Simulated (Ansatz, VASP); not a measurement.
## One calculation of Cu3Pd, two programs

The input INCAR:

```
ALGO = Normal ; EDIFF = 1E-6
ENCUT = 520 ; GGA = CA
ISIF = 2 ; ISMEAR = 1
LASPH = T ; LCHARG = F
LREAL = F ; LWAVE = F
NBANDS = 30 ; NELM = 100
PREC = Accurate ; SIGMA = 0.5
```

File KPOINTS:

```
k-points
0
Gamma
  6 6 6
```

The input POSCAR:

```
Cu3Pd
1.0
    3.6970000000      0.0000000000      0.0000000000
    0.0000000000      3.6970000000      0.0000000000
    0.0000000000      0.0000000000      3.6590000000
Cu Pd
3 1
Direct
    0.0000000000      0.5000000000      0.5000000000
    0.5000000000      0.0000000000      0.5000000000
    0.5000000000      0.5000000000      0.0000000000
    0.0000000000      0.0000000000      0.0000000000
```

Input for Ansatz:

```yaml
crystal:
  lattice:
    - [3.697, 0.0, 0.0]
    - [0.0, 3.697, 0.0]
    - [0.0, 0.0, 3.659]
  atoms:
    - { symbol: Cu, position: [0.0, 0.5, 0.5] }
    - { symbol: Cu, position: [0.5, 0.0, 0.5] }
    - { symbol: Cu, position: [0.5, 0.5, 0.0] }
    - { symbol: Pd, position: [0.0, 0.0, 0.0] }
basis:
  ecutwfc: 450.0
kpoints:
  mp_grid:
    grid: [6, 6, 6]
hamiltonian:
  xc: lda
  pseudopotentials:
    kind: paw
scf:
  occupations:
    method: cold
    width: 0.5
output:
  stress: true
```

Alike in both runs: task single point; functional LDA; k mesh 6 × 6 × 6; no spin polarisation.

|  | VASP | Ansatz |
| --- | --- | --- |
| version | VASP 6.6.1 | Ansatz 0.2.0 |
| potentials or method | VASP PAW LDA potentials, release 64 (Cu, Pd), cutoff 520 eV | plane waves, PAW |
| occupations | methfessel-paxton of order 1, width 0.5 eV | cold, width 0.5 eV |
| valence electrons in the cell | 43 | 75 |

VASP gave:

```
pressure (GPa)                                                : -9.5
traceless stress, the component that is largest in VASP (GPa) : 0.41
```

Task: What did Ansatz give for the same quantities?

Result: Pressure (GPa): -11.0; traceless stress, the component that is largest in VASP (GPa): 0.34.

LDA's correlation is that of Perdew and Zunger in VASP and of Perdew and Wang (1992) in Ansatz. VASP's potentials hold 43 valence electrons a cell and Ansatz's 75, so a difference there can come from the potentials and not from the codes.
